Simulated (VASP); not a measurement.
# Rb (Im-3m) in VASP: notebook

The runs below take Rb through single point, with PBEsol.

Program: VASP 6.6.1. These are calculated values, not measurements. Logs are shortened: lines on timing, memory, paths and dates and some standing lists are left out, and cuts for length are marked.

## Step 1: The cell of the first run

Symmetry: Im-3m, No. 229, cubic system. The conventional cell has a = 5.631 Å, b = 5.631 Å, c = 5.631 Å, α = 90.00°, β = 90.00°, γ = 90.00°.

## Step 2: Single point, PBEsol (89.26 Å³/atom)

The input, INCAR:

```
SYSTEM = Rb
PREC = Accurate ; ENCUT = 520
EDIFF = 1E-6 ; ISMEAR = -1
SIGMA = 0.05 ; LREAL = .False.
LASPH = .True. ; NELM = 80
ALGO = Normal ; ISIF = 2
LWAVE = .False. ; LCHARG = .False.
GGA = PS ; NBANDS = 10
```

The input, KPOINTS:

```
Automatic mesh
0
Gamma
  8 8 8
  0 0 0
```

The input, POSCAR:

```
Rb
1.0
   -2.8153223276      2.8153223276      2.8153223276
    2.8153223276     -2.8153223276      2.8153223276
    2.8153223276      2.8153223276     -2.8153223276
Rb
1
Direct
    0.0000000000      0.0000000000      0.0000000000
```

Potentials or basis: VASP PAW PBE potentials, release 64 (Rb_sv).

Run with:

```sh
$ cat potpaw_PBE.64/Rb_sv/POTCAR > POTCAR
$ mpirun -np 1 vasp_std > vasp.out
```

OUTCAR:

```text
SYSTEM = Rb
   PREC = Accurate
   ENCUT = 520
   EDIFF = 1E-6
   ISMEAR = -1
   LREAL = .False.
   LASPH = .True.
   NELM = 80
   ISIF = 2
   GGA = PS

 ion  position               nearest neighbor table
   1  0.000  0.000  0.000-

  LATTYP: Found a body centered cubic cell.
 ALAT       =     5.6306446552

  Lattice vectors:

 A1 = (  -2.8153223276,   2.8153223276,   2.8153223276)
 A2 = (   2.8153223276,  -2.8153223276,   2.8153223276)
 A3 = (   2.8153223276,   2.8153223276,  -2.8153223276)

Analysis of symmetry for initial positions (statically):
=====================================================================
 Subroutine PRICEL returns:
 Original cell was already a primitive cell.

 Routine SETGRP: Setting up the symmetry group for a
 body centered cubic supercell.

 Subroutine GETGRP returns: Found 48 space group operations
 (whereof 48 operations were pure point group operations)
 out of a pool of 48 trial point group operations.

The static configuration has the point symmetry O_h .

Analysis of symmetry for dynamics (positions and initial velocities):
=====================================================================
 Subroutine PRICEL returns:
 Original cell was already a primitive cell.

 Routine SETGRP: Setting up the symmetry group for a
 body centered cubic supercell.

 Subroutine GETGRP returns: Found 48 space group operations
 (whereof 48 operations were pure point group operations)
 out of a pool of 48 trial point group operations.

The dynamic configuration has the point symmetry O_h .

 Subroutine INISYM returns: Found 48 space group operations
 (whereof 48 operations are pure point group operations),
 and found     1 'primitive' translations

----------------------------------------------------------------------------------------

                                     Primitive cell

  volume of cell :      89.2574

  direct lattice vectors                    reciprocal lattice vectors
    -2.815322328  2.815322328  2.815322328     0.000000000  0.177599558  0.177599558
     2.815322328 -2.815322328  2.815322328     0.177599558  0.000000000  0.177599558
     2.815322328  2.815322328 -2.815322328     0.177599558  0.177599558  0.000000000

  length of vectors
     4.876281311  4.876281311  4.876281311     0.251163703  0.251163703  0.251163703

  position of ions in fractional coordinates (direct lattice)
     0.000000000  0.000000000  0.000000000

  ion indices of the primitive-cell ions
   primitive index   ion index
                 1           1

----------------------------------------------------------------------------------------

 KPOINTS: Automatic mesh

Automatic generation of k-mesh.
 Grid dimensions read from file:
 generate k-points for:    8    8    8

 Generating k-lattice:

  Cartesian coordinates                     Fractional coordinates (reciprocal lattice)
     0.000000000  0.022199945  0.022199945     0.125000000  0.000000000  0.000000000
     0.022199945  0.000000000  0.022199945     0.000000000  0.125000000  0.000000000
     0.022199945  0.022199945  0.000000000     0.000000000  0.000000000  0.125000000

  Length of vectors
     0.031395463  0.031395463  0.031395463

  Shift w.r.t. Gamma in fractional coordinates (k-lattice)
     0.000000000  0.000000000  0.000000000

 Subroutine IBZKPT returns following result:
 ===========================================

 Found     29 irreducible k-points:

 Following reciprocal coordinates:
            Coordinates               Weight
  0.000000  0.000000  0.000000      1.000000
  0.125000  0.000000  0.000000     12.000000
  0.250000  0.000000  0.000000     12.000000
  0.375000  0.000000  0.000000     12.000000
  0.500000  0.000000  0.000000      6.000000
  0.125000  0.125000  0.000000     24.000000
[... 16 lines left out ...]
 -0.250000  0.250000  0.250000      6.000000
 -0.375000  0.375000  0.250000     24.000000
 [... further k-points ...]
   k-points           NKPTS =     29   k-points in BZ     NKDIM =     29   number of bands    NBANDS=     10
   number of dos      NEDOS =    301   number of ions     NIONS =      1
   total plane-waves  NPLWV =  46656
   dimension x,y,z NGX =    36 NGY =   36 NGZ =   36
   dimension x,y,z NGXF=    72 NGYF=   72 NGZF=   72
   ions per type =               1
   NGX,Y,Z   is equivalent  to a cutoff of  12.27, 12.27, 12.27 a.u.
   NGXF,Y,Z  is equivalent  to a cutoff of  24.55, 24.55, 24.55 a.u.
 SYSTEM =  Rb
   PREC   = accura    normal or accurate (medium, high low for compatibility)
   ISTART =      0    job   : 0-new  1-cont  2-samecut
   ICHARG =      2    charge: 1-file 2-atom 10-const
   ISPIN  =      1    spin polarized calculation?
   LNONCOLLINEAR =      F non collinear calculations
   LSORBIT =      F    spin-orbit coupling
   LASPH  =      T    aspherical Exc in radial PAW
   ENCUT  =  520.0 eV  38.22 Ry    6.18 a.u.   9.07  9.07  9.07*2*pi/ulx,y,z
   NELM   =     80;   NELMIN=  2; NELMDL= -5     # of ELM steps
   EDIFF  = 0.1E-05   stopping-criterion for ELM
   LREAL  =      F    real-space projection
   EDIFFG = 0.1E-04   stopping-criterion for IOM
   NSW    =      0    number of steps for IOM
   IBRION =     -1    ionic relax: 0-MD 1-quasi-New 2-CG
   NFREE  =      0    steps in history (QN), initial steepest desc. (CG)
   ISIF   =      2    stress and relaxation
   ISYM   =      2    0-nonsym 1-usesym 2-fastsym
   POTIM  = 0.5000    time-step for ionic-motion
   TEBEG  =    0.0;   TEEND  =   0.0 temperature during run
   PSTRESS=    0.0 pullay stress
   NELECT =       9.0000    total number of electrons
   NUPDOWN=      -1.0000    fix difference up-down
   EMIN   =  10.00;   EMAX   =-10.00  energy-range for DOS
   EFERMI =   0.00;   METHOD = LEGACY
   ISMEAR =    -1;   SIGMA  =   0.05  broadening in eV -4-tet -1-fermi 0-gaus
   EFERMI_NEDOS =   21; number of points for ismear=-14 and -15
   IALGO  =     38    algorithm
   IMIX   =      4    mixing-type and parameters
     AMIX     =   0.40;   BMIX     =  1.00
     AMIX_MAG =   1.60;   BMIX_MAG =  1.00
  volume/ion in A,a.u.               =      89.26       602.34
  Fermi-wavevector in a.u.,A,eV,Ry     =   0.761975  1.439924  7.899629  0.580606
  Thomas-Fermi vector in A             =   1.861334
   LORBIT       =      0    0 simple, 1 ext, 2 COOP (PROOUT), +10 PAW based schemes
   GGA     = PS    functional components
   LHFCALC =     F    Hartree Fock is set to
   AEXX    =    0.0000 exact exchange contribution
   IVDW    =     0    specifies the selected vdW correction
   LEPSILON=     F    determine dielectric tensor
   LRPA    =     F    only Hartree local field effects (RPA)
 non-spin polarized calculation
  energy-cutoff  :      520.00
  volume of cell :       89.26
 maximum number of plane-waves:      2454
   NGX = 19   NGY = 19   NGZ = 19

 number of electron       9.0000000 magnetization

 Free energy of the ion-electron system (eV)
  ---------------------------------------------------
  ext. energy  EPLUGINS =         0.00000000
  ---------------------------------------------------
  free energy    TOTEN  =        -1.02304711 eV

  energy without entropy =       -1.01235502  energy(sigma->0) =       -1.01770107

 E-fermi :   0.0089     XC(G=0):  -5.5691

 val. band max:       -0.0316118339   @ k =   0.2500   0.2500   0.0000
 cond. band min:       0.0656996587   @ k =   0.3750   0.1250   0.0000
 fundamental gap:      0.0973114927
 Fermi energy:         0.0088966282

 k-point     1 :       0.0000    0.0000    0.0000
  band No.  band energies     occupation
      1     -28.8571      2.00000
      2     -12.9021      2.00000
      3     -12.9021      2.00000
      4     -12.9021      2.00000
      5      -2.0121      2.00000
      6       3.6871      0.00000
      7       3.6871      0.00000
      8       3.6871      0.00000
      9       4.6475      0.00000
     10       4.6475      0.00000

 k-point     2 :       0.1250    0.0000    0.0000
  band No.  band energies     occupation
      1     -28.8564      2.00000
      2     -12.9176      2.00000
      3     -12.9071      2.00000
      4     -12.9021      2.00000
      5      -1.8251      2.00000
      6       3.3656      0.00000
      7       3.4443      0.00000
      8       3.8607      0.00000
      9       4.3869      0.00000
     10       4.5848      0.00000

 k-point     3 :       0.2500    0.0000    0.0000
  band No.  band energies     occupation
      1     -28.8548      2.00000
      2     -12.9544      2.00000
      3     -12.9193      2.00000
      4     -12.9021      2.00000
      5      -1.2918      2.00000
      6       2.4651      0.00000
      7       3.0133      0.00000
      8       4.3684      0.00000
      9       4.4635      0.00000
     10       4.5635      0.00000

 k-point     4 :       0.3750    0.0000    0.0000
  band No.  band energies     occupation
      1     -28.8531      2.00000
      2     -12.9905      2.00000
      3     -12.9315      2.00000
      4     -12.9021      2.00000
      5      -0.4982      1.99992
      6       1.5183      0.00000
      7       2.6919      0.00000
      8       4.4484      0.00000
      9       4.7631      0.00000
     10       5.1685      0.00000
[... 222 lines left out ...]
 k-point    22 :       0.2500    0.2500    0.2500
  band No.  band energies     occupation
      1     -28.8522      2.00000
      2     -12.9525      2.00000
      3     -12.9525      2.00000
      4     -12.9525      2.00000
      5       1.2921      0.00000
      6       1.2921      0.00000
      7       1.2921      0.00000
      8       2.6270      0.00000
      9       5.3875      0.00000
     10       5.3875      0.00000

 k-point    23 :      -0.2500    0.2500    0.2500
  band No.  band energies     occupation
      1     -28.8527      2.00000
      2     -12.9559      2.00000
      3     -12.9379      2.00000
      4     -12.9379      2.00000
      5      -0.6266      1.99999
      6       2.3270      0.00000
      7       3.0533      0.00000
      8       3.0533      0.00000
      9       4.4829      0.00000
     10       4.5836      0.00000

 k-point    24 :      -0.3750    0.3750    0.2500
  band No.  band energies     occupation
      1     -28.8512      2.00000
      2     -12.9790      2.00000
      3     -12.9509      2.00000
      4     -12.9405      2.00000
      5       0.1020      0.26894
      6       1.6839      0.00000
      7       2.9338      0.00000
      8       2.9669      0.00000
      9       4.0358      0.00000
     10       5.1969      0.00000

 [... further k-points ...]

------------------------ aborting loop because EDIFF is reached ----------------------------------------

  FORCE on cell =-STRESS in cart. coord.  units (eV):
  Direction    XX          YY          ZZ          XY          YZ          ZX
  --------------------------------------------------------------------------------------
  -------------------------------------------------------------------------------------
  Total       -0.0455405     -0.0455405     -0.0455405      0.0000000      0.0000000      0.0000000
  in kB       -0.8174561     -0.8174561     -0.8174561      0.0000000      0.0000000      0.0000000
  external PRESSURE =      -0.8174561 kB  Pullay stress =       0.0000000 kB

 VOLUME and BASIS-vectors are now :
 -----------------------------------------------------------------------------
  energy-cutoff  :      520.00
  volume of cell :       89.26
      direct lattice vectors                 reciprocal lattice vectors
    -2.815322328  2.815322328  2.815322328     0.000000000  0.177599558  0.177599558
     2.815322328 -2.815322328  2.815322328     0.177599558  0.000000000  0.177599558
     2.815322328  2.815322328 -2.815322328     0.177599558  0.177599558  0.000000000

 POSITION                                       TOTAL-FORCE (eV/Angst)
 -----------------------------------------------------------------------------------
      0.00000      0.00000      0.00000        -0.000000      0.000000      0.000000
 -----------------------------------------------------------------------------------
    total drift:                               -0.000000      0.000000      0.000000

  FREE ENERGIE OF THE ION-ELECTRON SYSTEM (eV)
  ---------------------------------------------------
  free  energy   TOTEN  =        -1.0230471085 eV

  energy  without entropy=       -1.0123550238  energy(sigma->0) =       -1.01770107
```

It took 9.7 s on 1 thread of Intel Xeon 6975P-C (Granite Rapids), shared host; peak memory 0.2 GiB.

What came out:

* Free energy: -1.0230 eV
* Pressure: -0.1 GPa
* Band gap on the k mesh: zero (an odd number of electrons rules out a gap without spin polarisation)

Levels at points of the mesh, in eV from the Fermi level:
| k point | band 1 | band 2 | band 3 | band 4 | band 5 | band 6 | band 7 | band 8 |
| --- | --- | --- | --- | --- | --- | --- | --- | --- |
| (0.00, 0.00, 0.00) | -28.87 | -12.91 | -12.91 | -12.91 | -2.02 | 3.68 | 3.68 | 3.68 |
| (0.50, 0.00, 0.00) | -28.86 | -13.01 | -12.95 | -12.91 | 0.21 | 0.77 | 2.57 | 4.28 |
| (0.50, 0.50, 0.50) | -28.86 | -12.98 | -12.98 | -12.98 | 1.23 | 1.23 | 3.27 | 3.27 |

Caveat: the PAW data sets were made with another functional, which shifts forces and pressure a little.

(Part 1 of 2 ends here.)
